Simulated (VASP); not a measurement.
# Tl3Sb2Mo (R-3m) in VASP: relaxation of cell and atoms with PBE

Aim: the relaxation of cell and atoms of Tl3Sb2Mo with PBE.

Everything below comes from runs of VASP 6.6.1. Logs are shortened: lines on timing, memory, paths and dates and some standing lists are left out, and cuts for length are marked.

**1. The cell of the first run**

It takes space group R-3m (No. 166, trigonal). Conventional cell: a = 6.341 Å, b = 6.341 Å, c = 15.669 Å, α = 90.00°, β = 90.00°, γ = 120.00°. Tl (site symmetry 2/m) has 4 Tl at 3.17 Å and 2 Mo at 3.19 Å and 6 Sb at 3.70 to 3.78 Å within 4.2 Å. Sb (site symmetry 3m) has 9 Tl at 3.70 to 3.78 Å and 3 Mo at 3.73 Å and 4 Sb at 3.83 to 3.92 Å within 4.9 Å. Mo (site symmetry -3m) has 6 Tl at 3.19 Å and 6 Sb at 3.73 Å within 4.2 Å.

The cell was generated, and may not be a known phase.

**2. Relaxation of cell and atoms, PBE**

The input, INCAR:

```
PREC = Accurate
ENCUT = 500
EDIFF = 1E-7
ISMEAR = 0
SIGMA = 0.1
LREAL = False
LASPH = True
NELM = 120
ALGO = Normal
ISIF = 3
LWAVE = False
LCHARG = False
GGA = PE
IBRION = 2
NSW = 90
EDIFFG = -0.04
GGA_COMPAT = False
NELMIN = 4
```

The input, KPOINTS:

```
Automatic mesh
0
Gamma
  3 3 3
```

The input, POSCAR:

```
Tl3Sb2Mo
1.0
    3.1705096000      1.8304945700      5.2230047500
   -3.1705096000      1.8304945700      5.2230047500
    0.0000000000     -3.6609891500      5.2230047500
Tl Sb Mo
3 2 1
Direct
    0.0000000000      0.5000000000      0.0000000000
    0.0000000000      0.0000000000      0.5000000000
    0.5000000000      0.0000000000      0.0000000000
    0.3777274200      0.3777274200      0.3777274200
    0.6222725800      0.6222725800      0.6222725800
    0.0000000000      0.0000000000      0.0000000000
```

Potentials or basis: VASP PAW PBE potentials, release 64 (Tl_d, Sb_d_GW, Mo_sv).

On the command line:

```sh
> cat potpaw_PBE.64/Tl_d/POTCAR potpaw_PBE.64/Sb_d_GW/POTCAR potpaw_PBE.64/Mo_sv/POTCAR > POTCAR
> mpirun -np 1 vasp_std > vasp.out
```

OUTCAR:

```text
PREC = Accurate
   ENCUT = 500
   EDIFF = 1E-7
   ISMEAR = 0
   LREAL = False
   LASPH = True
   NELM = 120
   ISIF = 3
   GGA = PE
   IBRION = 2
   NSW = 90
   EDIFFG = -0.04
   NELMIN = 4

 ion  position               nearest neighbor table
   1  0.000  0.500  0.000-   3 3.17   3 3.17   2 3.17   2 3.17   6 3.19   6 3.19   5 3.70   4 3.70
                             4 3.70   5 3.70   4 3.78   5 3.78
   2  0.000  0.000  0.500-   1 3.17   3 3.17   1 3.17   3 3.17   6 3.19   6 3.19   5 3.70   4 3.70
                             5 3.70   4 3.70   4 3.78   5 3.78
   3  0.500  0.000  0.000-   1 3.17   1 3.17   2 3.17   2 3.17   6 3.19   6 3.19   4 3.70   5 3.70
                             4 3.70   5 3.70   4 3.78   5 3.78
   4  0.378  0.378  0.378-   2 3.70   2 3.70   1 3.70   3 3.70   1 3.70   3 3.70   2 3.78   1 3.78
                             3 3.78
   5  0.622  0.622  0.622-   2 3.70   2 3.70   1 3.70   3 3.70   1 3.70   3 3.70   2 3.78   1 3.78
                             3 3.78
   6  0.000  0.000  0.000-   1 3.19   3 3.19   1 3.19   3 3.19   2 3.19   2 3.19

  LATTYP: Found a trigonal (rhomboedric) cell.
 ALAT       =     6.3782928839
 COS(alpha) =     0.5058267581

  Lattice vectors:

 A1 = (   3.1705096000,   1.8304945700,   5.2230047500)
 A2 = (  -3.1705096000,   1.8304945700,   5.2230047500)
 A3 = (   0.0000000000,  -3.6609891500,   5.2230047500)

Analysis of symmetry for initial positions (statically):
=====================================================================
 Subroutine PRICEL returns:
 Original cell was already a primitive cell.

 Routine SETGRP: Setting up the symmetry group for a
 trigonal (rhombohedral) supercell.

 Subroutine GETGRP returns: Found 12 space group operations
 (whereof 12 operations were pure point group operations)
 out of a pool of 12 trial point group operations.

The static configuration has the point symmetry D_3d.

Analysis of symmetry for dynamics (positions and initial velocities):
=====================================================================
 Subroutine PRICEL returns:
 Original cell was already a primitive cell.

 Routine SETGRP: Setting up the symmetry group for a
 trigonal (rhombohedral) supercell.

 Subroutine GETGRP returns: Found 12 space group operations
 (whereof 12 operations were pure point group operations)
 out of a pool of 12 trial point group operations.

The dynamic configuration has the point symmetry D_3d.

 Subroutine INISYM returns: Found 12 space group operations
 (whereof 12 operations are pure point group operations),
 and found     1 'primitive' translations

----------------------------------------------------------------------------------------

                                     Primitive cell

  volume of cell :     181.8734

  direct lattice vectors                    reciprocal lattice vectors
     3.170509600  1.830494570  5.223004750     0.157703355  0.091050074  0.063820224
    -3.170509600  1.830494570  5.223004750    -0.157703355  0.091050074  0.063820224
     0.000000000 -3.660989150  5.223004750     0.000000000 -0.182100148  0.063820224

  length of vectors
     6.378292884  6.378292884  6.378292889     0.192959802  0.192959802  0.192959802

  position of ions in fractional coordinates (direct lattice)
     1.000000000  0.500000000  0.000000000
     0.000000000  0.000000000  0.500000000
     0.500000000  1.000000000  0.000000000
     0.377727420  0.377727420  0.377727420
     0.622272580  0.622272580  0.622272580
     0.000000000  0.000000000  0.000000000

  ion indices of the primitive-cell ions
   primitive index   ion index
                 1           1
                 2           2
                 3           3
                 4           4
                 5           5
                 6           6

----------------------------------------------------------------------------------------

 KPOINTS: Automatic mesh

Automatic generation of k-mesh.
 Grid dimensions read from file:
 generate k-points for:    3    3    3

 Generating k-lattice:

  Cartesian coordinates                     Fractional coordinates (reciprocal lattice)
     0.052567785  0.030350025  0.021273408     0.333333333 -0.000000000  0.000000000
    -0.052567785  0.030350025  0.021273408    -0.000000000  0.333333333  0.000000000
     0.000000000 -0.060700049  0.021273408     0.000000000  0.000000000  0.333333333

  Length of vectors
     0.064319934  0.064319934  0.064319934

  Shift w.r.t. Gamma in fractional coordinates (k-lattice)
     0.000000000  0.000000000  0.000000000

 Subroutine IBZKPT returns following result:
 ===========================================

 Found      6 irreducible k-points:

 Following reciprocal coordinates:
            Coordinates               Weight
  0.000000  0.000000  0.000000      1.000000
  0.333333  0.000000  0.000000      6.000000
  0.333333  0.333333  0.000000      6.000000
 -0.333333  0.333333  0.000000      6.000000
  0.333333  0.333333  0.333333      2.000000
 -0.333333  0.333333  0.333333      6.000000
   k-points           NKPTS =      6   k-points in BZ     NKDIM =      6   number of bands    NBANDS=     49
   number of dos      NEDOS =    301   number of ions     NIONS =      6
   total plane-waves  NPLWV = 110592
   dimension x,y,z NGX =    48 NGY =   48 NGZ =   48
   dimension x,y,z NGXF=    96 NGYF=   96 NGZF=   96
   ions per type =               3   2   1
   NGX,Y,Z   is equivalent  to a cutoff of  12.51, 12.51, 12.51 a.u.
   NGXF,Y,Z  is equivalent  to a cutoff of  25.02, 25.02, 25.02 a.u.
 SYSTEM =  unknown system
   PREC   = accura    normal or accurate (medium, high low for compatibility)
   ISTART =      0    job   : 0-new  1-cont  2-samecut
   ICHARG =      2    charge: 1-file 2-atom 10-const
   ISPIN  =      1    spin polarized calculation?
   LNONCOLLINEAR =      F non collinear calculations
   LSORBIT =      F    spin-orbit coupling
   LASPH  =      T    aspherical Exc in radial PAW
   ENCUT  =  500.0 eV  36.75 Ry    6.06 a.u.  11.63 11.63 11.63*2*pi/ulx,y,z
   NELM   =    120;   NELMIN=  4; NELMDL= -5     # of ELM steps
   EDIFF  = 0.1E-06   stopping-criterion for ELM
   LREAL  =      F    real-space projection
   EDIFFG = -.4E-01   stopping-criterion for IOM
   NSW    =     90    number of steps for IOM
   IBRION =      2    ionic relax: 0-MD 1-quasi-New 2-CG
   NFREE  =      1    steps in history (QN), initial steepest desc. (CG)
   ISIF   =      3    stress and relaxation
   ISYM   =      2    0-nonsym 1-usesym 2-fastsym
   POTIM  = 0.5000    time-step for ionic-motion
   TEBEG  =    0.0;   TEEND  =   0.0 temperature during run
   PSTRESS=    0.0 pullay stress
   NELECT =      83.0000    total number of electrons
   NUPDOWN=      -1.0000    fix difference up-down
   EMIN   =  10.00;   EMAX   =-10.00  energy-range for DOS
   EFERMI =   0.00;   METHOD = LEGACY
   ISMEAR =     0;   SIGMA  =   0.10  broadening in eV -4-tet -1-fermi 0-gaus
   EFERMI_NEDOS =   21; number of points for ismear=-14 and -15
   IALGO  =     38    algorithm
   IMIX   =      4    mixing-type and parameters
     AMIX     =   0.40;   BMIX     =  1.00
     AMIX_MAG =   1.60;   BMIX_MAG =  1.00
  volume/ion in A,a.u.               =      30.31       204.56
  Fermi-wavevector in a.u.,A,eV,Ry     =   1.260408  2.381826 21.614599  1.588628
  Thomas-Fermi vector in A             =   2.393919
   LORBIT       =      0    0 simple, 1 ext, 2 COOP (PROOUT), +10 PAW based schemes
   GGA     = PE    functional components
   LHFCALC =     F    Hartree Fock is set to
   AEXX    =    0.0000 exact exchange contribution
   IVDW    =     0    specifies the selected vdW correction
   LEPSILON=     F    determine dielectric tensor
   LRPA    =     F    only Hartree local field effects (RPA)
 conjugate gradient relaxation of ions
 non-spin polarized calculation
 Gauss-broadening in eV      SIGMA  =   0.10
  energy-cutoff  :      500.00
  volume of cell :      181.87
 maximum number of plane-waves:      4639
 NGX is ok and might be reduce to    48
   NGX = 23   NGY = 23   NGZ = 23

--------------------------------------- Ionic step        1  -------------------------------------------

 number of electron      83.0000009 magnetization

 Free energy of the ion-electron system (eV)
  ---------------------------------------------------
  ext. energy  EPLUGINS =         0.00000000
  ---------------------------------------------------
  free energy    TOTEN  =       -21.49558008 eV

  energy without entropy =      -21.45587367  energy(sigma->0) =      -21.47572687

 E-fermi :   5.3752     XC(G=0):  -9.9567

 val. band max:        5.3470265954   @ k =   0.3333   0.3333   0.3333
 cond. band min:       5.3830463756   @ k =   0.3333   0.0000   0.0000
 fundamental gap:      0.0360197802
 Fermi energy:         5.3751509968

 k-point     1 :       0.0000    0.0000    0.0000
  band No.  band energies     occupation
      1     -55.7002      2.00000
      2     -29.7568      2.00000
      3     -29.7568      2.00000
      4     -29.7523      2.00000
      5     -23.6819      2.00000
      6     -23.6819      2.00000
[... 414 lines left out ...]
  FREE ENERGIE OF THE ION-ELECTRON SYSTEM (eV)
  ---------------------------------------------------
  free  energy   TOTEN  =       -22.3159124499 eV

  energy  without entropy=      -22.2766341573  energy(sigma->0) =      -22.29627330

[... ionic steps 4 to 12 ...]

--------------------------------------- Ionic step       13  -------------------------------------------

 number of electron      83.0000003 magnetization

------------------------ aborting loop because EDIFF is reached ----------------------------------------

  FORCE on cell =-STRESS in cart. coord.  units (eV):
  Direction    XX          YY          ZZ          XY          YZ          ZX
  --------------------------------------------------------------------------------------
  -------------------------------------------------------------------------------------
  Total        0.0910019      0.0910019      0.3614656      0.0000000     -0.0000000     -0.0000000
  in kB        0.9295646      0.9295646      3.6922921      0.0000000     -0.0000000     -0.0000000
  external PRESSURE =       1.8504737 kB  Pullay stress =       0.0000000 kB
[... 65 lines left out ...]
  energy  without entropy=      -22.3705364879  energy(sigma->0) =      -22.38769543

--------------------------------------- Ionic step       15  -------------------------------------------

 number of electron      82.9999999 magnetization

 Free energy of the ion-electron system (eV)
  ---------------------------------------------------
  ext. energy  EPLUGINS =         0.00000000
  ---------------------------------------------------
  free energy    TOTEN  =       -22.40555059 eV

  energy without entropy =      -22.37173159  energy(sigma->0) =      -22.38864109

 E-fermi :   7.0137     XC(G=0): -10.6527

 val. band max:        6.9553526165   @ k =   0.3333   0.3333   0.3333
 cond. band min:       7.0552499439   @ k =   0.3333   0.3333   0.3333
 fundamental gap:      0.0998973273
 Fermi energy:         7.0137408126

 k-point     1 :       0.0000    0.0000    0.0000
  band No.  band energies     occupation
      1     -54.0484      2.00000
      2     -28.1386      2.00000
      3     -28.1386      2.00000
      4     -28.1343      2.00000
      5     -22.2986      2.00000
      6     -22.2986      2.00000
[... 334 lines left out ...]
  FREE ENERGIE OF THE ION-ELECTRON SYSTEM (eV)
  ---------------------------------------------------
  free  energy   TOTEN  =       -22.4055505887 eV

  energy  without entropy=      -22.3717315894  energy(sigma->0) =      -22.38864109

 reached required accuracy - stopping structural energy minimisation
```

It took 13 min on 1 thread of AMD EPYC 7R13 (Zen 3), shared host; peak memory 0.34 GiB.

Results:

| Property | Result |
| --- | --- |
| Free energy | -22.4056 eV |
| Relaxed volume | 26.21 Å³/atom |
| Relaxed cell | a = 5.839 Å, b = 5.839 Å, c = 5.839 Å, α = 65.38°, β = 65.38°, γ = 65.38° |
| Space group after relaxing (to 0.1 Å) | R-3m (No. 166) |
| Energy gained by relaxing | 151.7 meV/atom |
| Ionic steps | 15 |
| Pressure after relaxing | 0.0 GPa |
| Largest force after relaxing | 0.004 eV/Å |
| Band gap on the k mesh | zero (an odd number of electrons rules out a gap without spin polarisation) |

Forces in eV/Å, atoms in the order of the input:
```
Tl   0.000  0.000  0.000
Tl   0.000  0.000  0.000
Tl   0.000  0.000  0.000
Sb   0.000  0.000  0.004
Sb   0.000  0.000 -0.004
Mo   0.000  0.000  0.000
```

The path:
| step | energy change (eV) | largest force (eV/Å) | pressure (GPa) | volume (Å³) |
| --- | --- | --- | --- | --- |
| 1 | 0.0000 | 0.2901 | -6.67 | 181.87 |
| 2 | -0.8086 | 0.2513 | 1.85 | 150.50 |
| 3 | -0.8203 | 0.2656 | 0.55 | 153.26 |
| 4 | -0.8627 | 0.1149 | 0.46 | 154.09 |
| 5 | -0.8877 | 0.1894 | 0.47 | 155.53 |
| 6 | -0.8880 | 0.1675 | 0.47 | 155.42 |
| 7 | -0.8919 | 0.1576 | -0.44 | 157.77 |
| 8 | -0.8921 | 0.1586 | -0.26 | 157.30 |
| 9 | -0.8977 | 0.1466 | -0.24 | 157.43 |
| 10 | -0.9074 | 0.0706 | -0.18 | 157.82 |
| 11 | -0.9075 | 0.0558 | -0.16 | 157.87 |
| 12 | -0.9093 | 0.0104 | 0.26 | 156.64 |
| 13 | -0.9093 | 0.0176 | 0.19 | 156.85 |
| 14 | -0.9093 | 0.0080 | -0.21 | 157.62 |
| 15 | -0.9100 | 0.0037 | -0.01 | 157.23 |

Final structure:
```
Tl Sb Mo
1.0
     3.15352    1.82068    4.56409
    -3.15352    1.82068    4.56409
     0.00000   -3.64137    4.56409
Tl Sb Mo
3 2 1
Cartesian
  -1.5768 0.9103 2.2820
  0.0000 -1.8207 2.2820
  1.5768 0.9103 2.2820
  0.0000 0.0000 5.2134
  0.0000 0.0000 8.4789
  0.0000 0.0000 0.0000
```

Caveat: the k points lie up to 0.41 Å⁻¹ apart in the final cell, too coarse for converged energies and pressures of a metal; spin-orbit coupling is left out, which moves the levels of the heavy elements.

The gap in the log of VASP goes by the Fermi energy; the results here count the filled bands.